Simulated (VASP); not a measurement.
# Sb (R-3m) in VASP: a series of runs

Sb is run at these levels: LDA; tasks: single point.

All numbers are computed with VASP 6.6.1; they aren't measurements. Logs are shortened: lines on timing, memory, paths and dates and some standing lists are left out, and cuts for length are marked.

**1. The cell of the first run**

The structure is trigonal, space group R-3m (No. 166). The conventional cell has a = 4.301 Å, b = 4.301 Å, c = 11.232 Å, α = 90.00°, β = 90.00°, γ = 120.00°. Within 3.8 Å of Sb (site symmetry 3m) lie 6 Sb at 2.90 to 3.34 Å.

**2. Single point, LDA**

Contents of INCAR:

```
ALGO = Normal
EDIFF = 1E-7
ENCUT = 520
ISIF = 2
ISMEAR = 0
LASPH = True
LCHARG = False
LREAL = False
LWAVE = False
NBANDS = 12
NELM = 60
PREC = Accurate
SIGMA = 0.1
```

Contents of KPOINTS:

```
k-points
0
Gamma
  6 6 6
```

Contents of POSCAR:

```
Sb
1.0
    2.1506000000      1.2416494900      3.7440000000
   -2.1506000000      1.2416494900      3.7440000000
    0.0000000000     -2.4832989800      3.7440000000
Sb
2
Direct
    0.2336400000      0.2336400000      0.2336400000
    0.7663600000      0.7663600000      0.7663600000
```

Potentials or basis: VASP PAW LDA potentials, release 64 (Sb).

Command:

```bash
> cat potpaw_LDA.64/Sb/POTCAR > POTCAR
> mpirun -np 1 vasp_std > vasp.out
```

OUTCAR:

```text
EDIFF = 1E-7
   ENCUT = 520
   ISIF = 2
   ISMEAR = 0
   LASPH = True
   LREAL = False
   NELM = 60
   PREC = Accurate

 ion  position               nearest neighbor table
   1  0.234  0.234  0.234-   2 2.90   2 2.90   2 2.90   2 3.34   2 3.34   2 3.34
   2  0.766  0.766  0.766-   1 2.90   1 2.90   1 2.90   1 3.34   1 3.34   1 3.34

  LATTYP: Found a trigonal (rhomboedric) cell.
 ALAT       =     4.4926951617
 COS(alpha) =     0.5417152821

  Lattice vectors:

 A1 = (   2.1506000000,   1.2416494900,   3.7440000000)
 A2 = (  -2.1506000000,   1.2416494900,   3.7440000000)
 A3 = (   0.0000000000,  -2.4832989800,   3.7440000000)

Analysis of symmetry for initial positions (statically):
=====================================================================
 Subroutine PRICEL returns:
 Original cell was already a primitive cell.

 Routine SETGRP: Setting up the symmetry group for a
 trigonal (rhombohedral) supercell.

 Subroutine GETGRP returns: Found 12 space group operations
 (whereof 12 operations were pure point group operations)
 out of a pool of 12 trial point group operations.

The static configuration has the point symmetry D_3d.

Analysis of symmetry for dynamics (positions and initial velocities):
=====================================================================
 Subroutine PRICEL returns:
 Original cell was already a primitive cell.

 Routine SETGRP: Setting up the symmetry group for a
 trigonal (rhombohedral) supercell.

 Subroutine GETGRP returns: Found 12 space group operations
 (whereof 12 operations were pure point group operations)
 out of a pool of 12 trial point group operations.

The dynamic configuration has the point symmetry D_3d.

 Subroutine INISYM returns: Found 12 space group operations
 (whereof 12 operations are pure point group operations),
 and found     1 'primitive' translations

----------------------------------------------------------------------------------------

                                     Primitive cell

  volume of cell :      59.9854

  direct lattice vectors                    reciprocal lattice vectors
     2.150600000  1.241649490  3.744000000     0.232493258  0.134230045  0.089031339
    -2.150600000  1.241649490  3.744000000    -0.232493258  0.134230045  0.089031339
     0.000000000 -2.483298980  3.744000000     0.000000000 -0.268460090  0.089031339

  length of vectors
[... 84 lines left out ...]
   EDIFFG = 0.1E-05   stopping-criterion for IOM
   NSW    =      0    number of steps for IOM
   IBRION =     -1    ionic relax: 0-MD 1-quasi-New 2-CG
   NFREE  =      0    steps in history (QN), initial steepest desc. (CG)
   ISIF   =      2    stress and relaxation
   ISYM   =      2    0-nonsym 1-usesym 2-fastsym
   POTIM  = 0.5000    time-step for ionic-motion
   TEBEG  =    0.0;   TEEND  =   0.0 temperature during run
   PSTRESS=    0.0 pullay stress
   NELECT =      10.0000    total number of electrons
   NUPDOWN=      -1.0000    fix difference up-down
   EMIN   =  10.00;   EMAX   =-10.00  energy-range for DOS
   EFERMI =   0.00;   METHOD = LEGACY
   ISMEAR =     0;   SIGMA  =   0.10  broadening in eV -4-tet -1-fermi 0-gaus
   EFERMI_NEDOS =   21; number of points for ismear=-14 and -15
   IALGO  =     38    algorithm
   IMIX   =      4    mixing-type and parameters
     AMIX     =   0.40;   BMIX     =  1.00
     AMIX_MAG =   1.60;   BMIX_MAG =  1.00
  volume/ion in A,a.u.               =      29.99       202.40
  Fermi-wavevector in a.u.,A,eV,Ry     =   0.901003  1.702649 11.045297  0.811806
  Thomas-Fermi vector in A             =   2.024030
   LORBIT       =      0    0 simple, 1 ext, 2 COOP (PROOUT), +10 PAW based schemes
   GGA     = CA    functional components
   LHFCALC =     F    Hartree Fock is set to
   AEXX    =    0.0000 exact exchange contribution
   IVDW    =     0    specifies the selected vdW correction
   LEPSILON=     F    determine dielectric tensor
   LRPA    =     F    only Hartree local field effects (RPA)
 non-spin polarized calculation
 Gauss-broadening in eV      SIGMA  =   0.10
  energy-cutoff  :      520.00
  volume of cell :       59.99
 maximum number of plane-waves:      1626
 NGX is ok and might be reduce to    36
   NGX = 17   NGY = 17   NGZ = 17

 number of electron      10.0000000 magnetization

 Free energy of the ion-electron system (eV)
  ---------------------------------------------------
  ext. energy  EPLUGINS =         0.00000000
  ---------------------------------------------------
  free energy    TOTEN  =        -9.63944932 eV

  energy without entropy =       -9.63751997  energy(sigma->0) =       -9.63848464

 E-fermi :   7.2573     XC(G=0):  -9.7483

 val. band max:        6.9911499003   @ k =   0.5000  -0.0000   0.0000
 cond. band min:       7.2665914786   @ k =   0.3333   0.1667   0.1667
 fundamental gap:      0.2754415783
 Fermi energy:         7.2572938012

 k-point     1 :       0.0000    0.0000    0.0000
  band No.  band energies     occupation
      1      -5.5603      2.00000
      2       2.3723      2.00000
      3       5.1648      2.00000
      4       5.4230      2.00000
      5       5.4230      2.00000
      6       9.3044      0.00000
      7       9.9157      0.00000
      8       9.9157      0.00000
      9      12.2920      0.00000
     10      12.2920      0.00000
     11      12.4505      0.00000
     12      13.7645      0.00000
[... 331 lines left out ...]
 k-point    24 :      -0.3333    0.5000    0.1667
  band No.  band energies     occupation
      1      -2.8866      2.00000
      2      -1.5157      2.00000
      3       1.8882      2.00000
      4       2.7882      2.00000
      5       5.3829      2.00000
      6       9.1525      0.00000
      7      10.4990      0.00000
      8      12.8610      0.00000
      9      13.1478      0.00000
     10      14.2355      0.00000
     11      16.8844      0.00000
     12      17.7639      0.00000

 [... further k-points ...]
[... 5 lines left out ...]
  --------------------------------------------------------------------------------------
  -------------------------------------------------------------------------------------
  Total       -0.1538083     -0.1538083     -0.2635292     -0.0000000      0.0000000      0.0000000
  in kB       -4.1081334     -4.1081334     -7.0387190     -0.0000000      0.0000000      0.0000000
  external PRESSURE =      -5.0849953 kB  Pullay stress =       0.0000000 kB

 VOLUME and BASIS-vectors are now :
 -----------------------------------------------------------------------------
  energy-cutoff  :      520.00
  volume of cell :       59.99
      direct lattice vectors                 reciprocal lattice vectors
     2.150600000  1.241649490  3.744000000     0.232493258  0.134230045  0.089031339
    -2.150600000  1.241649490  3.744000000    -0.232493258  0.134230045  0.089031339
     0.000000000 -2.483298980  3.744000000     0.000000000 -0.268460090  0.089031339

 POSITION                                       TOTAL-FORCE (eV/Angst)
 -----------------------------------------------------------------------------------
      0.00000      0.00000      2.62424         0.000000      0.000000      0.007862
      0.00000      0.00000      8.60776         0.000000     -0.000000     -0.007862
 -----------------------------------------------------------------------------------
    total drift:                                0.000000     -0.000000      0.000000

  FREE ENERGIE OF THE ION-ELECTRON SYSTEM (eV)
  ---------------------------------------------------
  free  energy   TOTEN  =        -9.6394493174 eV

  energy  without entropy=       -9.6375199660  energy(sigma->0) =       -9.63848464
```

stdout:

```text
POSCAR found type information on POSCAR Sb
 POSCAR found :  1 types and       2 ions
 scaLAPACK will be used
 LDA part: xc-table for (Slater(with rela. corr.)+CA(PZ))
 , standard interpolation
 POSCAR, INCAR and KPOINTS ok, starting setup
 FFT: planning ... GRIDC
 FFT: planning ... GRID_SOFT
 FFT: planning ... GRID
 WAVECAR not read
 entering main loop
```

Wall time 11 s (1 thread of Intel Xeon Platinum 8488C (Sapphire Rapids), shared host); peak memory 0.16 GiB.

Results:

* Free energy: -9.6394 eV
* Pressure: -0.5 GPa
* Largest force: 0.008 eV/Å
* Band gap on the k mesh: zero (band 5 reaches 7.27 eV, above the bottom of band 6 at 6.99 eV)

Forces on the atoms (eV/Å):
```
Sb   0.000  0.000  0.008
Sb   0.000  0.000 -0.008
```

Caveat: spin-orbit coupling is left out, which moves the levels of the heavy elements.

**3. Single point, LDA**

This run uses another cell than the first one, of 29.19 Å³/atom, 0.973 times its volume.

Contents of INCAR:

```
ALGO = Normal
EDIFF = 1E-6
ENCUT = 520
GGA = CA
ISIF = 2
ISMEAR = 0
LASPH = True
LCHARG = False
LREAL = False
LWAVE = False
NBANDS = 12
NELM = 80
PREC = Accurate
SIGMA = 0.1
```

Contents of KPOINTS:

```
k-points
0
Gamma
  12 12 12
```

Contents of POSCAR:

```
Sb
1.0
    2.1472485746      1.2397145425      3.6547578881
   -2.1472485746      1.2397145425      3.6547578881
    0.0000000000     -2.4794290851      3.6547578881
Sb
2
Direct
    0.2358758869      0.2358758869      0.2358758869
    0.7641241131      0.7641241131      0.7641241131
```

Potentials or basis: VASP PAW LDA potentials, release 64 (Sb).

Command:

```bash
> cat potpaw_LDA.64/Sb/POTCAR > POTCAR
> mpirun -np 1 vasp_std > vasp.out
```

OUTCAR:

```text
EDIFF = 1E-6
   ENCUT = 520
   GGA = CA
   ISIF = 2
   ISMEAR = 0
   LASPH = True
   LREAL = False
   NELM = 80
   PREC = Accurate

 ion  position               nearest neighbor table
   1  0.236  0.236  0.236-   2 2.91   2 2.91   2 2.91   2 3.27   2 3.27   2 3.27
   2  0.764  0.764  0.764-   1 2.91   1 2.91   1 2.91   1 3.27   1 3.27   1 3.27

  LATTYP: Found a trigonal (rhomboedric) cell.
 ALAT       =     4.4164265882
 COS(alpha) =     0.5272270607

  Lattice vectors:

 A1 = (   2.1472485746,   1.2397145425,   3.6547578881)
[... 539 lines left out ...]
      8      10.7131      0.00000
      9      14.1416      0.00000
     10      14.5512      0.00000
     11      15.1658      0.00000
     12      17.8139      0.00000

 [... further k-points ...]
[... 5 lines left out ...]
  --------------------------------------------------------------------------------------
  -------------------------------------------------------------------------------------
  Total        0.1153926      0.1153926      0.0808901      0.0000000     -0.0000000      0.0000000
  in kB        3.1671939      3.1671939      2.2202010      0.0000000     -0.0000000      0.0000000
  external PRESSURE =       2.8515296 kB  Pullay stress =       0.0000000 kB

 VOLUME and BASIS-vectors are now :
 -----------------------------------------------------------------------------
  energy-cutoff  :      520.00
  volume of cell :       58.37
      direct lattice vectors                 reciprocal lattice vectors
     2.147248575  1.239714543  3.654757888     0.232856133  0.134439551  0.091205312
    -2.147248575  1.239714543  3.654757888    -0.232856133  0.134439551  0.091205312
     0.000000000 -2.479429085  3.654757888     0.000000000 -0.268879102  0.091205312

 POSITION                                       TOTAL-FORCE (eV/Angst)
 -----------------------------------------------------------------------------------
      0.00000     -0.00000      2.58621         0.000000     -0.000000      0.064385
      0.00000     -0.00000      8.37807         0.000000      0.000000     -0.064385
 -----------------------------------------------------------------------------------
    total drift:                               -0.000000     -0.000000      0.000000

  FREE ENERGIE OF THE ION-ELECTRON SYSTEM (eV)
  ---------------------------------------------------
  free  energy   TOTEN  =        -9.6287731745 eV

  energy  without entropy=       -9.6281252640  energy(sigma->0) =       -9.62844922
```

stdout:

```text
POSCAR found type information on POSCAR Sb
 POSCAR found :  1 types and       2 ions
 scaLAPACK will be used
 LDA part: xc-table for (Slater(with rela. corr.)+CA(PZ))
 , standard interpolation
 POSCAR, INCAR and KPOINTS ok, starting setup
 FFT: planning ... GRIDC
 FFT: planning ... GRID_SOFT
 FFT: planning ... GRID
 WAVECAR not read
 entering main loop
```

Run time: 72 s. Hardware: 1 thread of Intel Xeon Platinum 8488C (Sapphire Rapids), shared host; peak memory 0.24 GiB.

Results:

```
Free energy            : -9.6288 eV
Pressure               : 0.3 GPa
Largest force          : 0.064 eV/Å
Band gap on the k mesh : zero (band 5 reaches 7.62 eV, above the bottom of band 6 at 7.35 eV)
```

Forces on the atoms (eV/Å):
```
Sb   0.000  0.000  0.064
Sb   0.000  0.000 -0.064
```

Caveat: spin-orbit coupling is left out, which moves the levels of the heavy elements.

[end of part 1 of 2]
